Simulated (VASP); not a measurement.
# Ga: single point with PBE

Ga:

```
Ga
1.0
     1.38300   -4.02650    0.00000
     1.38300    4.02650    0.00000
    -0.11745    0.00000    3.32993
Ga
2
Direct
  0.11699 0.85684 0.74834
  0.86667 0.13242 0.23663
```

This cell differs from its parent crystal: atoms moved at random.

```yaml
Program: VASP 6.6.1
Task: single point
Functional: PBE
Potentials_or_basis: VASP PAW PBE potentials, release 64 (Ga_d)
Cutoff: 520 eV
k_mesh: 10 × 10 × 8
Occupations: fermi-dirac, width 0.05 eV
Spin: no spin polarisation
```

```
Pressure               : 1.7 GPa
Largest force          : 0.186 eV/Å
Band gap on the k mesh : zero (band 13 reaches 9.62 eV, above the bottom of band 14 at 1.31 eV)
```

Forces on the atoms (eV/Å):
```
Ga   0.005 -0.169 -0.077
Ga  -0.005  0.169  0.077
```

Stress tensor (GPa, compression positive):
```
2.47 0.00 0.44
0.00 1.89 0.13
0.44 0.13 0.65
```

Levels at points of the mesh, in eV from the Fermi level:
```tsv
k point	band 11	band 12	band 13	band 14	band 15	band 16
(0.00, 0.00, 0.00)	-11.23	-2.09	-1.62	1.64	5.42	9.67
(0.50, 0.00, 0.00)	-6.07	-4.99	-1.37	0.03	5.70	6.60
(0.00, 0.50, 0.00)	-6.03	-5.07	-1.32	0.01	5.90	6.62
(0.50, 0.50, 0.00)	-9.12	-8.57	3.97	4.60	5.83	6.05
(0.00, 0.00, 0.50)	-7.88	-7.69	1.56	1.81	2.43	2.49
(0.50, 0.00, 0.50)	-2.96	-2.79	-1.70	-1.40	1.85	2.27
(0.00, 0.50, 0.50)	-2.90	-2.77	-1.62	-1.59	1.67	2.33
(0.50, 0.50, 0.50)	-6.05	-5.98	-4.41	-4.35	10.70	11.02
```

Run time: 110 s on 1 thread of Intel(R) Xeon(R) 6975P-C (Granite Rapids) (shared host), peak memory 0.35 GiB.

Caveat: the cell differs from its parent crystal (atoms moved at random).
